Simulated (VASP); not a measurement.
# Rb4BaSe3 (I4/mcm) in VASP: a series of runs, part 2 of 2

VASP 6.6.1. Earlier steps stand in the parts before.

## 3. Relaxation of cell and atoms, PBE

This run uses another cell than the first one, of 34.89 Å³/atom.

The input, INCAR:

```
PREC     = Accurate       # precision mode
ENCUT    = 600            # plane-wave cutoff, eV
EDIFF    = 1E-7           # SCF threshold, eV
ISMEAR   = 0              # smearing method
SIGMA    = 0.15           # smearing width, eV
LREAL    = Auto         
LASPH    = T              # aspherical terms in the spheres
NELM     = 100            # most SCF steps
ALGO     = Normal         # electronic algorithm
ISIF     = 3              # what is computed and relaxed
LWAVE    = F              # write WAVECAR
LCHARG   = F              # write CHGCAR
GGA      = PE             # functional
IBRION   = 2              # ionic algorithm
NSW      = 36             # ionic steps
EDIFFG   = -0.08          # ionic threshold
```

The input, KPOINTS:

```
Automatic mesh
0
Gamma
  2 2 2
```

The input, POSCAR:

```
Rb4BaSe3
1.0
   -4.6250000000      4.6250000000      6.5250000000
    4.6250000000     -4.6250000000      6.5250000000
    4.6250000000      4.6250000000     -6.5250000000
Rb Ba Se
8 2 6
Direct
    0.3070000000      0.5130000000      0.5000000000
    0.9870000000      0.1930000000      0.5000000000
    0.0130000000      0.8070000000      0.5000000000
    0.6930000000      0.4870000000      0.5000000000
    0.8070000000      0.3070000000      0.7940000000
    0.4870000000      0.9870000000      0.7940000000
    0.5130000000      0.0130000000      0.2060000000
    0.1930000000      0.6930000000      0.2060000000
    0.0000000000      0.0000000000      0.0000000000
    0.5000000000      0.5000000000      0.0000000000
    0.3400000000      0.1600000000      0.5000000000
    0.6600000000      0.8400000000      0.5000000000
    0.7500000000      0.7500000000      0.0000000000
    0.2500000000      0.2500000000      0.0000000000
    0.8400000000      0.3400000000      0.1800000000
    0.1600000000      0.6600000000      0.8200000000
```

Potentials or basis: VASP PAW PBE potentials, release 64 (Rb_sv, Ba_sv, Se).

Run with:

```console
> cat potpaw_PBE.64/Rb_sv/POTCAR potpaw_PBE.64/Ba_sv/POTCAR potpaw_PBE.64/Se/POTCAR > POTCAR
> mpirun -np 1 vasp_std > vasp.out
```

OUTCAR:

```text
PREC = Accurate
   ENCUT = 600
   EDIFF = 1E-7
   ISMEAR = 0
   LREAL = Auto
   LASPH = T
   NELM = 100
   ISIF = 3
   GGA = PE
   IBRION = 2
   NSW = 36
   EDIFFG = -0.08

 ion  position               nearest neighbor table
   1  0.307  0.513  0.500-  11 3.28  15 3.53  16 3.53   4 3.57   8 3.59   6 3.59  13 3.73  14 3.73
                             3 3.85  10 4.11   9 4.11   2 4.18   7 5.00   5 5.00   7 5.00   5 5.00
   2  0.987  0.193  0.500-  11 3.28  16 3.53  15 3.53   3 3.57   5 3.59   7 3.59  14 3.73  13 3.73
                             4 3.85   9 4.11  10 4.11   1 4.18   6 5.00   8 5.00   8 5.00   6 5.00
   3  0.013  0.807  0.500-  12 3.28  15 3.53  16 3.53   2 3.57   8 3.59   6 3.59  14 3.73  13 3.73
                             1 3.85   9 4.11  10 4.11   4 4.18   7 5.00   5 5.00   7 5.00   5 5.00
   4  0.693  0.487  0.500-  12 3.28  16 3.53  15 3.53   1 3.57   5 3.59   7 3.59  13 3.73  14 3.73
                             2 3.85  10 4.11   9 4.11   3 4.18   6 5.00   8 5.00   6 5.00   8 5.00
   5  0.807  0.307  0.794-  15 3.28  12 3.53  11 3.53   8 3.57   2 3.59   4 3.59  14 3.73  13 3.73
                             7 3.85   9 4.11  10 4.11   6 4.18   3 5.00   1 5.00   1 5.00   3 5.00
   6  0.487  0.987  0.794-  15 3.28  12 3.53  11 3.53   7 3.57   1 3.59   3 3.59  14 3.73  13 3.73
[... 514 lines left out ...]
--------------------------------------- Ionic step        7  -------------------------------------------

 number of electron     127.9999999 magnetization

 Free energy of the ion-electron system (eV)
  ---------------------------------------------------
  ext. energy  EPLUGINS =         0.00000000
  ---------------------------------------------------
  free energy    TOTEN  =       -51.52711217 eV

  energy without entropy =      -51.52711217  energy(sigma->0) =      -51.52711217

 E-fermi :   1.4277     XC(G=0):  -7.9659

 val. band max:        0.7102446818   @ k =   0.0000   0.0000   0.0000
 cond. band min:       2.4701192981   @ k =   0.0000   0.0000   0.0000
 fundamental gap:      1.7598746164
 Fermi energy:         1.4276543948

 k-point     1 :       0.0000    0.0000    0.0000
  band No.  band energies     occupation
      1     -26.3995      2.00000
      2     -26.3974      2.00000
      3     -26.0083      2.00000
      4     -25.9691      2.00000
      5     -25.9653      2.00000
      6     -25.9618      2.00000
[... 348 lines left out ...]
  FREE ENERGIE OF THE ION-ELECTRON SYSTEM (eV)
  ---------------------------------------------------
  free  energy   TOTEN  =       -51.5271121678 eV

  energy  without entropy=      -51.5271121678  energy(sigma->0) =      -51.52711217

 reached required accuracy - stopping structural energy minimisation
```

OSZICAR:

```text
N       E                     dE             d eps       ncg     rms          rms(c)
DAV:   1     0.973821530829E+03    0.97382E+03   -0.60249E+04   608   0.163E+03
DAV:   2     0.259543896655E+02   -0.94787E+03   -0.92457E+03   840   0.299E+02
DAV:   3    -0.537607556482E+02   -0.79715E+02   -0.79457E+02   776   0.891E+01
[... 83 lines left out ...]
DAV:   6    -0.515271107956E+02   -0.20440E-04   -0.10876E-04   696   0.271E-02    0.144E-02
DAV:   7    -0.515271119846E+02   -0.11890E-05   -0.93018E-06   896   0.937E-03    0.695E-03
DAV:   8    -0.515271122155E+02   -0.23097E-06   -0.86845E-06   792   0.731E-03    0.169E-03
DAV:   9    -0.515271122220E+02   -0.64265E-08   -0.11560E-06   608   0.293E-03    0.748E-04
DAV:  10    -0.515271121678E+02    0.54160E-07   -0.11700E-07   432   0.127E-03
   7 F= -.51527112E+02 E0= -.51527112E+02  d E =-.145610E-01
```

Run time: 43 min. Hardware: 1 thread of AMD EPYC 9R14 (Zen 4), shared host; peak memory 1.1 GiB.

Results:

- Free energy: -51.5271 eV
- Relaxed volume: 37.14 Å³/atom
- Relaxed cell: a = 9.453 Å, b = 9.453 Å, c = 9.453 Å, α = 120.34°, β = 120.34°, γ = 89.41°
- Space group after relaxing (to 0.1 Å): I4/mcm (No. 140)
- Energy gained by relaxing: 15.9 meV/atom
- Ionic steps: 7
- Pressure after relaxing: 0.0 GPa
- Largest force after relaxing: 0.072 eV/Å
- Band gap on the k mesh: 1.76 eV

Forces in eV/Å, atoms in the order of the input:
```
Rb   0.029 -0.029 -0.017
Rb   0.029 -0.029  0.017
Rb  -0.029  0.029 -0.017
Rb  -0.029  0.029  0.017
Rb  -0.029 -0.029 -0.017
Rb  -0.029 -0.029  0.017
Rb   0.029  0.029 -0.017
Rb   0.029  0.029  0.017
Ba   0.000  0.000  0.000
Ba   0.000  0.000  0.000
Se  -0.051  0.051  0.000
Se   0.051 -0.051  0.000
Se   0.000  0.000  0.000
Se   0.000  0.000  0.000
Se   0.051  0.051  0.000
Se  -0.051 -0.051  0.000
```

The path:
```tsv
step	energy change (eV)	largest force (eV/Å)	pressure (GPa)	volume (Å³)
1	0.0000	0.3185	0.89	558.30
2	-0.0955	0.3086	0.28	574.04
3	-0.1361	0.2982	-0.41	595.25
4	-0.1927	0.2058	-0.29	595.12
5	-0.2388	0.1159	0.00	594.83
6	-0.2390	0.1063	-0.02	594.85
7	-0.2536	0.0718	0.00	594.26
```

Final structure:
```cif
data_structure
_symmetry_space_group_name_H-M 'P 1'
_symmetry_Int_Tables_number 1
_cell_length_a 9.4533
_cell_length_b 9.4533
_cell_length_c 9.4533
_cell_angle_alpha 120.339
_cell_angle_beta 120.339
_cell_angle_gamma 89.414
_cell_volume 594.26
loop_
_atom_site_label
_atom_site_type_symbol
_atom_site_fract_x
_atom_site_fract_y
_atom_site_fract_z
_atom_site_occupancy
Rb1 Rb 0.30097 0.50113 0.50000 1
Rb2 Rb 0.99887 0.19903 0.50000 1
Rb3 Rb 0.00113 0.80097 0.50000 1
Rb4 Rb 0.69903 0.49887 0.50000 1
Rb5 Rb 0.80097 0.30097 0.79984 1
Rb6 Rb 0.49887 0.99887 0.79984 1
Rb7 Rb 0.50113 0.00113 0.20016 1
Rb8 Rb 0.19903 0.69903 0.20016 1
Ba1 Ba 0.00000 0.00000 0.00000 1
Ba2 Ba 0.50000 0.50000 0.00000 1
Se1 Se 0.33923 0.16077 0.50000 1
Se2 Se 0.66077 0.83923 0.50000 1
Se3 Se 0.75000 0.75000 0.00000 1
Se4 Se 0.25000 0.25000 0.00000 1
Se5 Se 0.83923 0.33923 0.17846 1
Se6 Se 0.16077 0.66077 0.82154 1
```

Caveat: spin-orbit coupling is left out, which moves the levels of the heavy elements; the relaxation stopped at a loose force limit of 0.08 eV/Å, so its end isn't a converged minimum.
